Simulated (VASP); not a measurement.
# CO2 (Pbca) in VASP: further runs

CO2 is run at these levels: PBE; tasks: single point.

Program: VASP 6.6.1. These are calculated values, not measurements. Logs are shortened: lines on timing, memory, paths and dates and some standing lists are left out, and cuts for length are marked.

## Step 1: The cell of the first run

The structure is orthorhombic, space group Pbca (No. 61). Conventional cell: a = 5.878 Å, b = 5.878 Å, c = 6.022 Å, α = 90.00°, β = 90.00°, γ = 90.00°. C (site symmetry -1) has 2 O at 1.14 Å within 1.5 Å. O (site symmetry 1) has 1 C at 1.14 Å within 1.5 Å.

## Step 2: Single point, PBE (17.34 Å³/atom)

Contents of INCAR:

```
SYSTEM = CO2
ALGO = Normal
EDIFF = 1E-7
ENCUT = 520
GGA = PE
ISIF = 2
ISMEAR = 0
LASPH = .True.
LCHARG = .False.
LREAL = .False.
LWAVE = .False.
NBANDS = 44
NELM = 100
PREC = Accurate
SIGMA = 0.05
```

Contents of KPOINTS:

```
k-points
0
Gamma
  4 4 4
  0 0 0
```

Contents of POSCAR:

```
CO2
1.0
    5.8782119449      0.0000000000      0.0000000000
    0.0000000000      5.8782119449      0.0000000000
    0.0000000000      0.0000000000      6.0216403164
C O
4 8
Direct
    0.0000000000      0.0000000000      0.0000000000
    0.5000000000      0.0000000000      0.5000000000
    0.5000000000      0.5000000000      0.0000000000
    0.0000000000      0.5000000000      0.5000000000
    0.1114834447      0.1114834447      0.1114834447
    0.3885165553      0.8885165553      0.6114834447
    0.6114834447      0.3885165553      0.8885165553
    0.8885165553      0.6114834447      0.3885165553
    0.8885165553      0.8885165553      0.8885165553
    0.6114834447      0.1114834447      0.3885165553
    0.3885165553      0.6114834447      0.1114834447
    0.1114834447      0.3885165553      0.6114834447
```

Potentials or basis: VASP PAW PBE potentials, release 64 (C, O).

Started as:

```bash
cat potpaw_PBE.64/C/POTCAR potpaw_PBE.64/O/POTCAR > POTCAR
mpirun -np 1 vasp_std > vasp.out
```

OUTCAR:

```text
SYSTEM = CO2
   EDIFF = 1E-7
   ENCUT = 520
   GGA = PE
   ISIF = 2
   ISMEAR = 0
   LASPH = .True.
   LREAL = .False.
   NELM = 100
   PREC = Accurate

 ion  position               nearest neighbor table
   1  0.000  0.000  0.000-   5 1.14   9 1.14
   2  0.500  0.000  0.500-   6 1.14  10 1.14
   3  0.500  0.500  0.000-   7 1.14  11 1.14
   4  0.000  0.500  0.500-   8 1.14  12 1.14
   5  0.111  0.111  0.111-   1 1.14
   6  0.389  0.889  0.611-   2 1.14
   7  0.611  0.389  0.889-   3 1.14
   8  0.889  0.611  0.389-   4 1.14
   9  0.889  0.889  0.889-   1 1.14
  10  0.611  0.111  0.389-   2 1.14
  11  0.389  0.611  0.111-   3 1.14
  12  0.111  0.389  0.611-   4 1.14

  LATTYP: Found a simple tetragonal cell.
 ALAT       =     5.8782119449
 C/A-ratio  =     1.0244000000

  Lattice vectors:

 A1 = (   5.8782119449,   0.0000000000,   0.0000000000)
 A2 = (   0.0000000000,   5.8782119449,   0.0000000000)
 A3 = (   0.0000000000,   0.0000000000,   6.0216403164)

Analysis of symmetry for initial positions (statically):
=====================================================================
 Subroutine PRICEL returns:
 Original cell was already a primitive cell.

 Routine SETGRP: Setting up the symmetry group for a
 simple tetragonal supercell.

 Subroutine GETGRP returns: Found  8 space group operations
 (whereof  2 operations were pure point group operations)
 out of a pool of 16 trial point group operations.

The static configuration has the point symmetry S_2 .
 The point group associated with its full space group is D_2h.

Analysis of symmetry for dynamics (positions and initial velocities):
=====================================================================
 Subroutine PRICEL returns:
 Original cell was already a primitive cell.

 Routine SETGRP: Setting up the symmetry group for a
 simple tetragonal supercell.

 Subroutine GETGRP returns: Found  8 space group operations
 (whereof  2 operations were pure point group operations)
 out of a pool of 16 trial point group operations.

The dynamic configuration has the point symmetry S_2 .
 The point group associated with its full space group is D_2h.

 Subroutine INISYM returns: Found  8 space group operations
 (whereof  2 operations are pure point group operations),
 and found     1 'primitive' translations

----------------------------------------------------------------------------------------

                                     Primitive cell

  volume of cell :     208.0680

  direct lattice vectors                    reciprocal lattice vectors
     5.878211945  0.000000000  0.000000000     0.170119759  0.000000000  0.000000000
     0.000000000  5.878211945  0.000000000     0.000000000  0.170119759  0.000000000
     0.000000000  0.000000000  6.021640316     0.000000000  0.000000000  0.166067707

  length of vectors
     5.878211945  5.878211945  6.021640316     0.170119759  0.170119759  0.166067707

  position of ions in fractional coordinates (direct lattice)
     0.000000000  0.000000000  0.000000000
     0.500000000  0.000000000  0.500000000
     0.500000000  0.500000000  0.000000000
     0.000000000  0.500000000  0.500000000
     0.111483445  0.111483445  0.111483445
     0.388516555  0.888516555  0.611483445
     0.611483445  0.388516555  0.888516555
     0.888516555  0.611483445  0.388516555
     0.888516555  0.888516555  0.888516555
     0.611483445  0.111483445  0.388516555
     0.388516555  0.611483445  0.111483445
     0.111483445  0.388516555  0.611483445

  ion indices of the primitive-cell ions
   primitive index   ion index
                 1           1
                 2           2
                 3           3
                 4           4
                 5           5
                 6           6
                 7           7
                 8           8
                 9           9
                10          10
                11          11
                12          12

----------------------------------------------------------------------------------------

 KPOINTS: k-points

Automatic generation of k-mesh.
 Grid dimensions read from file:
 generate k-points for:    4    4    4

 Generating k-lattice:

  Cartesian coordinates                     Fractional coordinates (reciprocal lattice)
     0.042529940  0.000000000  0.000000000     0.250000000  0.000000000  0.000000000
     0.000000000  0.042529940  0.000000000     0.000000000  0.250000000  0.000000000
     0.000000000  0.000000000  0.041516927     0.000000000  0.000000000  0.250000000

  Length of vectors
     0.042529940  0.042529940  0.041516927

  Shift w.r.t. Gamma in fractional coordinates (k-lattice)
     0.000000000  0.000000000  0.000000000

 Subroutine IBZKPT returns following result:
 ===========================================

 Found     27 irreducible k-points:

 Following reciprocal coordinates:
            Coordinates               Weight
  0.000000  0.000000  0.000000      1.000000
  0.250000  0.000000  0.000000      2.000000
  0.000000  0.250000  0.000000      2.000000
  0.500000  0.000000  0.000000      1.000000
  0.000000  0.500000  0.000000      1.000000
  0.250000  0.250000  0.000000      4.000000
[... 16 lines left out ...]
  0.000000  0.500000  0.500000      1.000000
  0.250000  0.250000  0.500000      4.000000
 [... further k-points ...]
   k-points           NKPTS =     27   k-points in BZ     NKDIM =     27   number of bands    NBANDS=     44
   number of dos      NEDOS =    301   number of ions     NIONS =     12
   total plane-waves  NPLWV = 110592
   dimension x,y,z NGX =    48 NGY =   48 NGZ =   48
   dimension x,y,z NGXF=    96 NGYF=   96 NGZF=   96
   ions per type =               4   8
   NGX,Y,Z   is equivalent  to a cutoff of  13.58, 13.58, 13.25 a.u.
   NGXF,Y,Z  is equivalent  to a cutoff of  27.15, 27.15, 26.50 a.u.
 SYSTEM =  CO2
   PREC   = accura    normal or accurate (medium, high low for compatibility)
   ISTART =      0    job   : 0-new  1-cont  2-samecut
   ICHARG =      2    charge: 1-file 2-atom 10-const
   ISPIN  =      1    spin polarized calculation?
   LNONCOLLINEAR =      F non collinear calculations
   LSORBIT =      F    spin-orbit coupling
   LASPH  =      T    aspherical Exc in radial PAW
   ENCUT  =  520.0 eV  38.22 Ry    6.18 a.u.  10.93 10.93 11.20*2*pi/ulx,y,z
   NELM   =    100;   NELMIN=  2; NELMDL= -5     # of ELM steps
   EDIFF  = 0.1E-06   stopping-criterion for ELM
   LREAL  =      F    real-space projection
   EDIFFG = 0.1E-05   stopping-criterion for IOM
   NSW    =      0    number of steps for IOM
   IBRION =     -1    ionic relax: 0-MD 1-quasi-New 2-CG
   NFREE  =      0    steps in history (QN), initial steepest desc. (CG)
   ISIF   =      2    stress and relaxation
   ISYM   =      2    0-nonsym 1-usesym 2-fastsym
   POTIM  = 0.5000    time-step for ionic-motion
   TEBEG  =    0.0;   TEEND  =   0.0 temperature during run
   PSTRESS=    0.0 pullay stress
   NELECT =      64.0000    total number of electrons
   NUPDOWN=      -1.0000    fix difference up-down
   EMIN   =  10.00;   EMAX   =-10.00  energy-range for DOS
   EFERMI =   0.00;   METHOD = LEGACY
   ISMEAR =     0;   SIGMA  =   0.05  broadening in eV -4-tet -1-fermi 0-gaus
   EFERMI_NEDOS =   21; number of points for ismear=-14 and -15
   IALGO  =     38    algorithm
   IMIX   =      4    mixing-type and parameters
     AMIX     =   0.40;   BMIX     =  1.00
     AMIX_MAG =   1.60;   BMIX_MAG =  1.00
  volume/ion in A,a.u.               =      17.34       117.01
  Fermi-wavevector in a.u.,A,eV,Ry     =   1.105095  2.088327 16.615919  1.221236
  Thomas-Fermi vector in A             =   2.241577
   LORBIT       =      0    0 simple, 1 ext, 2 COOP (PROOUT), +10 PAW based schemes
   GGA     = PE    functional components
   LHFCALC =     F    Hartree Fock is set to
   AEXX    =    0.0000 exact exchange contribution
   IVDW    =     0    specifies the selected vdW correction
   LEPSILON=     F    determine dielectric tensor
   LRPA    =     F    only Hartree local field effects (RPA)
 non-spin polarized calculation
 Gauss-broadening in eV      SIGMA  =   0.05
  energy-cutoff  :      520.00
  volume of cell :      208.07
 maximum number of plane-waves:      5656
 NGX is ok and might be reduce to    48
   NGX = 21   NGY = 21   NGZ = 23

 number of electron      64.0000014 magnetization

 Free energy of the ion-electron system (eV)
  ---------------------------------------------------
  ext. energy  EPLUGINS =         0.00000000
  ---------------------------------------------------
  free energy    TOTEN  =       -91.84389431 eV

  energy without entropy =      -91.84389431  energy(sigma->0) =      -91.84389431

 E-fermi :  -4.3429     XC(G=0):  -7.1049

 val. band max:       -4.5602289354   @ k =   0.0000   0.0000   0.0000
 cond. band min:       2.2636029330   @ k =   0.0000   0.0000   0.0000
 fundamental gap:      6.8238318684
 Fermi energy:        -4.3428987537

 k-point     1 :       0.0000    0.0000    0.0000
  band No.  band energies     occupation
      1     -25.2631      2.00000
      2     -25.1652      2.00000
      3     -25.1597      2.00000
      4     -25.1591      2.00000
      5     -24.2056      2.00000
      6     -24.2012      2.00000
[... 36 lines left out ...]
     43       6.1526      0.00000
     44       6.1541      0.00000

 k-point     2 :       0.2500    0.0000    0.0000
  band No.  band energies     occupation
      1     -25.2482      2.00000
      2     -25.1747      2.00000
      3     -25.1646      2.00000
      4     -25.1605      2.00000
      5     -24.2016      2.00000
      6     -24.2005      2.00000
[... 1026 lines left out ...]
 k-point    24 :       0.2500    0.2500    0.5000
  band No.  band energies     occupation
      1     -25.2009      2.00000
      2     -25.2009      2.00000
      3     -25.1730      2.00000
      4     -25.1730      2.00000
      5     -24.1996      2.00000
      6     -24.1996      2.00000
[... 36 lines left out ...]
     43       5.8224      0.00000
     44       5.8224      0.00000

 [... further k-points ...]

------------------------ aborting loop because EDIFF is reached ----------------------------------------

  FORCE on cell =-STRESS in cart. coord.  units (eV):
  Direction    XX          YY          ZZ          XY          YZ          ZX
  --------------------------------------------------------------------------------------
  -------------------------------------------------------------------------------------
  Total       10.6151975     10.6199776     11.0069242      0.0000000      0.0000000      0.0000000
  in kB       81.7397618     81.7765701     84.7561587      0.0000000      0.0000000      0.0000000
  external PRESSURE =      82.7574968 kB  Pullay stress =       0.0000000 kB

 VOLUME and BASIS-vectors are now :
 -----------------------------------------------------------------------------
  energy-cutoff  :      520.00
  volume of cell :      208.07
      direct lattice vectors                 reciprocal lattice vectors
     5.878211945  0.000000000  0.000000000     0.170119759  0.000000000  0.000000000
     0.000000000  5.878211945  0.000000000     0.000000000  0.170119759  0.000000000
     0.000000000  0.000000000  6.021640316     0.000000000  0.000000000  0.166067707

 POSITION                                       TOTAL-FORCE (eV/Angst)
 -----------------------------------------------------------------------------------
      0.00000      0.00000      0.00000        -0.000000      0.000000      0.000000
      2.93911      0.00000      3.01082        -0.000000      0.000000      0.000000
      2.93911      2.93911      0.00000        -0.000000      0.000000      0.000000
      0.00000      2.93911      3.01082        -0.000000      0.000000      0.000000
      0.65532      0.65532      0.67131         2.044413      2.048369      2.091856
      2.28378      5.22289      3.68213        -2.044413     -2.048369      2.091856
      3.59443      2.28378      5.35033         2.044413     -2.048369     -2.091856
      5.22289      3.59443      2.33951        -2.044413      2.048369     -2.091856
      5.22289      5.22289      5.35033        -2.044413     -2.048369     -2.091856
      3.59443      0.65532      2.33951         2.044413      2.048369     -2.091856
      2.28378      3.59443      0.67131        -2.044413      2.048369      2.091856
      0.65532      2.28378      3.68213         2.044413     -2.048369      2.091856
 -----------------------------------------------------------------------------------
    total drift:                               -0.000000      0.000000      0.000000

  FREE ENERGIE OF THE ION-ELECTRON SYSTEM (eV)
  ---------------------------------------------------
  free  energy   TOTEN  =       -91.8438943081 eV

  energy  without entropy=      -91.8438943081  energy(sigma->0) =      -91.84389431
```

Wall time 1.9 min (1 thread of Intel Xeon Platinum 8488C (Sapphire Rapids), shared host); peak memory 0.41 GiB.

Results:

* Free energy: -91.8439 eV
* Pressure: 8.3 GPa
* Largest force: 3.571 eV/Å
* Band gap on the k mesh: 6.82 eV

Forces on the atoms (eV/Å):
```
C    0.000  0.000  0.000
C    0.000  0.000  0.000
C    0.000  0.000  0.000
C    0.000  0.000  0.000
O    2.044  2.048  2.092
O   -2.044 -2.048  2.092
O    2.044 -2.048 -2.092
O   -2.044  2.048 -2.092
O   -2.044 -2.048 -2.092
O    2.044  2.048 -2.092
O   -2.044  2.048  2.092
O    2.044 -2.048  2.092
```

Levels at points of the mesh, in eV from the valence-band top:
```tsv
k point	band 30	band 31	band 32	band 33	band 34	band 35
(0.00, 0.00, 0.00)	-0.13	-0.03	0.00	6.82	8.59	8.62
(0.50, 0.00, 0.00)	-0.20	-0.07	-0.07	8.18	8.18	8.54
(0.00, 0.50, 0.00)	-0.20	-0.07	-0.07	8.18	8.18	8.52
(0.50, 0.50, 0.00)	-0.20	-0.20	-0.20	8.48	8.48	8.48
(0.00, 0.00, 0.50)	-0.21	-0.06	-0.06	8.11	8.11	8.52
(0.50, 0.00, 0.50)	-0.19	-0.19	-0.19	8.48	8.48	8.48
(0.00, 0.50, 0.50)	-0.20	-0.20	-0.20	8.47	8.47	8.47
(0.50, 0.50, 0.50)	-0.20	-0.20	-0.20	8.57	8.57	8.57
```

Caveat: the cell stands under pressure; this functional lacks dispersion, which holds the molecules together, so the pressure and a relaxed volume are unreliable; forces of over 1 eV/Å act on the atoms, so gaps and moduli don't describe the material at rest.

(Continued in part 2 of 3.)
